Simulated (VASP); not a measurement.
## WC: relaxation of cell and atoms with PBE

Crystal: WC.

```
CELL_PARAMETERS angstrom
-1.85438 1.85438 2.23596
1.85438 -1.85438 2.23596
1.85438 1.85438 -2.23596
ATOMIC_POSITIONS crystal
W 0.00000 0.00000 0.00000
C 0.50000 0.50000 0.00000
```

The cell was built from a structure type or drawn by symmetry, and may not be a known phase.

```yaml
Program: VASP 6.6.1
Task: relaxation of cell and atoms
Functional: PBE
Potentials_or_basis: VASP PAW PBE potentials, release 64 (W_sv, C)
Cutoff: 600 eV
k_mesh: 7 × 7 × 7
Occupations: gaussian, width 0.2 eV
Spin: no spin polarisation
Dipole_correction: no
Further_INCAR_settings: ALGO = Normal; EDIFF = 1e-07; IBRION = 2; EDIFFG = -0.08; NSW = 36; ISIF = 3
```

* Relaxed volume: 10.51 Å³/atom
* Relaxed cell: a = 3.098 Å, b = 3.098 Å, c = 3.098 Å, α = 119.98°, β = 119.98°, γ = 90.03°
* Space group after relaxing (to 0.1 Å): Fm-3m (No. 225)
* Pressure after relaxing: 0.3 GPa

Stress tensor (GPa, compression positive):
```
0.20 0.00 0.00
0.00 0.20 0.00
0.00 0.00 0.46
```

Final structure:
```cif
data_structure
_symmetry_space_group_name_H-M 'P 1'
_symmetry_Int_Tables_number 1
_cell_length_a 3.0980
_cell_length_b 3.0980
_cell_length_c 3.0980
_cell_angle_alpha 119.981
_cell_angle_beta 119.981
_cell_angle_gamma 90.032
_cell_volume 21.03
loop_
_atom_site_label
_atom_site_type_symbol
_atom_site_fract_x
_atom_site_fract_y
_atom_site_fract_z
_atom_site_occupancy
W1 W 0.00000 0.00000 0.00000 1
C1 C 0.50000 0.50000 0.00000 1
```

Levels at points of the mesh, in eV from the Fermi level:
| k point | band 5 | band 6 | band 7 | band 8 | band 9 | band 10 | band 11 | band 12 | band 13 |
| --- | --- | --- | --- | --- | --- | --- | --- | --- | --- |
| (0.00, 0.00, 0.00) | -15.63 | -2.56 | -2.56 | -2.56 | -0.87 | -0.87 | -0.87 | -0.78 | -0.77 |

Wall time 2.8 min on 1 thread of Intel(R) Xeon(R) Platinum 8488C (Sapphire Rapids), on a shared host, peak memory 0.19 GiB.

Caveat: the volume moved by over 15 % at a fixed basis, so the end points are rough; the highest band is partly filled, so the run has too few bands; spin-orbit coupling is left out, which moves the levels of the heavy elements.
